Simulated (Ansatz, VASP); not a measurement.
## One calculation of Ir, two programs

```
CELL_PARAMETERS angstrom
0.00000 1.91581 1.91581
1.91581 0.00000 1.91581
1.91581 1.91581 0.00000
ATOMIC_POSITIONS crystal
Ir 0.00000 0.00000 0.00000
```

Alike in both runs: functional PBEsol; k mesh 14 × 14 × 14; occupations fermi-dirac, width 0.1 eV; no spin polarisation.

Ansatz relaxed the structure, and its values are those at the end. VASP's run is a single point on that final structure, the one shown.

|  | VASP | Ansatz |
| --- | --- | --- |
| version | VASP 6.6.1 | Ansatz 0.2.0 |
| potentials or method | VASP PAW PBE potentials, release 64 (Ir_sv_GW), cutoff 560 eV | plane waves (420 eV) with PAW, scalar-relativistic |
| valence electrons in the cell | 17 | 17 |

Ansatz gave:

- pressure (GPa): 0.0

Task: Which values does VASP return?

Result: Pressure (GPa): -1.9.

VASP's potentials were made for PBE, not for PBEsol, and Ansatz warns of the same on its side.

Spin-orbit coupling is off throughout.
